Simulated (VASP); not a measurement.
**BaS: relaxation of cell and atoms with PBEsol**

BaS:

```
CELL_PARAMETERS angstrom
5.38445 0.00000 0.00000
-2.69222 4.66307 0.00000
0.00000 0.00000 6.38170
ATOMIC_POSITIONS crystal
Ba 0.33333 0.66667 0.25000
Ba 0.66667 0.33333 0.75000
S 0.66667 0.33333 0.25000
S 0.33333 0.66667 0.75000
```

- Program: VASP 6.6.1
- Task: relaxation of cell and atoms
- Functional: PBEsol
- Potentials or basis: VASP PAW PBE potentials, release 64 (Ba_sv, S)
- Cutoff: 600 eV
- k mesh: 6 × 6 × 4
- Occupations: fermi-dirac, width 0.02 eV
- Spin: no spin polarisation
- Dipole correction: no
- Further INCAR settings: ALGO = Normal; EDIFF = 1e-07; IBRION = 2; EDIFFG = -0.005; NSW = 80; ISIF = 3

```yaml
Relaxed_volume: 38.95 Å³/atom
Relaxed_cell: a = 5.334 Å, b = 5.334 Å, c = 6.323 Å, α = 90.00°, β = 90.00°, γ = 120.00°
Space_group_after_relaxing_to_0.05_Å: P6_3/mmc (No. 194)
Energy_gained_by_relaxing: 3.3 meV/atom
Ionic_steps: 7
Pressure_after_relaxing: 0.0 GPa
Band_gap_on_the_k_mesh: 2.32 eV, indirect (least direct gap 2.47 eV)
```

Step by step:
| step | energy change (eV) | largest force (eV/Å) | pressure (GPa) | volume (Å³) |
| --- | --- | --- | --- | --- |
| 1 | 0.0000 | 0.0000 | -0.93 | 160.23 |
| 2 | -0.0123 | 0.0000 | 0.23 | 154.90 |
| 3 | -0.0130 | 0.0000 | 0.00 | 155.89 |
| 4 | -0.0130 | 0.0000 | -0.02 | 155.98 |
| 5 | -0.0131 | 0.0000 | -0.02 | 155.93 |
| 6 | -0.0131 | 0.0000 | -0.02 | 155.91 |
| 7 | -0.0131 | 0.0000 | 0.01 | 155.80 |

Final structure:
```
Ba S
1.0
     5.33430    0.00000    0.00000
    -2.66715    4.61964    0.00000
     0.00000    0.00000    6.32259
Ba S
2 2
Direct
  0.33333 0.66667 0.25000
  0.66667 0.33333 0.75000
  0.66667 0.33333 0.25000
  0.33333 0.66667 0.75000
```

Levels at points of the mesh, in eV from the valence-band top:
```tsv
k point	band 14	band 15	band 16	band 17	band 18	band 19
(0.00, 0.00, 0.00)	-0.93	-0.41	0.00	2.67	3.58	3.58
(0.50, 0.00, 0.00)	-0.41	-0.36	-0.34	2.97	3.31	3.41
(0.00, 0.00, 0.50)	-1.07	-1.07	-1.07	3.71	3.71	5.45
(0.50, 0.00, 0.50)	-0.92	-0.54	-0.54	3.81	3.81	4.91
```

Run time: 13 min on 1 thread of Oxide Virtual Turin-like Processor, on a shared host, peak memory 0.37 GiB.

Caveat: the PAW data sets were made with another functional, which shifts forces and pressure a little; spin-orbit coupling is left out, which moves the levels of the heavy elements. A k mesh can miss the band edges.
